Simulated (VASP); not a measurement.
A run of VASP 6.6.1:

The input INCAR:

```
ALGO = Normal ; EDIFF = 1E-6
EDIFFG = -0.02 ; ENCUT = 600
GGA = RP ; IBRION = 2
ISIF = 3 ; ISMEAR = -1
IVDW = 13 ; LASPH = T
LCHARG = F ; LREAL = F
LWAVE = F ; NELM = 100
NSW = 80 ; PREC = Accurate
SIGMA = 0.05
```

File KPOINTS:

```
k-points
0
Gamma
  7 7 7
```

The input POSCAR:

```
Sn
1.0
    0.0000000000      3.2333428000      3.2333428000
    3.2333428000      0.0000000000      3.2333428000
    3.2333428000      3.2333428000      0.0000000000
Sn
2
Direct
    0.7500000000      0.7500000000      0.7500000000
    0.5000000000      0.5000000000      0.5000000000
```

Potentials or basis: VASP PAW PBE potentials, release 64 (Sn_d).

Command:

```sh
$ cat potpaw_PBE.64/Sn_d/POTCAR > POTCAR
$ mpirun -np 1 vasp_std > vasp.out
```

Hardware: 1 thread of Intel Xeon 8259CL, with other jobs on the host.

Q: How long does it take, and how much memory?

A: Run time: 2.4 min on 1 thread of Intel Xeon 8259CL, on a shared host, peak memory 0.25 GiB. Counts: scf iterations 29, k points 20, ion steps 3.
